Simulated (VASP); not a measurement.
CaF2, 24 atoms in the cell. The cell holds a slab with vacuum, 24 atoms: a = 7.735 Å, b = 5.469 Å, c = 21.801 Å, α = 90.00°, β = 90.00°, γ = 90.00°. 

```yaml
Program: VASP 6.6.1
Task: single point
Functional: PBE
Dispersion: D3(BJ)
Potentials_or_basis: VASP PAW PBE potentials, release 64 (Ca_sv, F)
Cutoff: 520 eV
k_mesh: 2 × 3 × 1
Occupations: gaussian, width 0.05 eV
Spin: no spin polarisation
Dipole_correction: yes
Further_INCAR_settings: ALGO = Normal; EDIFF = 1e-06; NBANDS = 114; NELMDL = -8
```

Potentials or basis: VASP PAW PBE potentials, release 64 (Ca_sv, F).

Launch:

```sh
$ cat potpaw_PBE.64/Ca_sv/POTCAR potpaw_PBE.64/F/POTCAR > POTCAR
$ mpirun -np 1 vasp_std > vasp.out
```

Hardware: 1 thread of Intel(R) Xeon(R) Platinum 8375C CPU @ 2.90GHz (Ice Lake), on a shared host.

Task: How long does it take, and how much memory?

Result: Wall time 17 min on 1 thread of Intel(R) Xeon(R) Platinum 8375C CPU @ 2.90GHz (Ice Lake), with other jobs on the host, peak memory 0.93 GiB. Counts: scf iterations 29, k points 4.
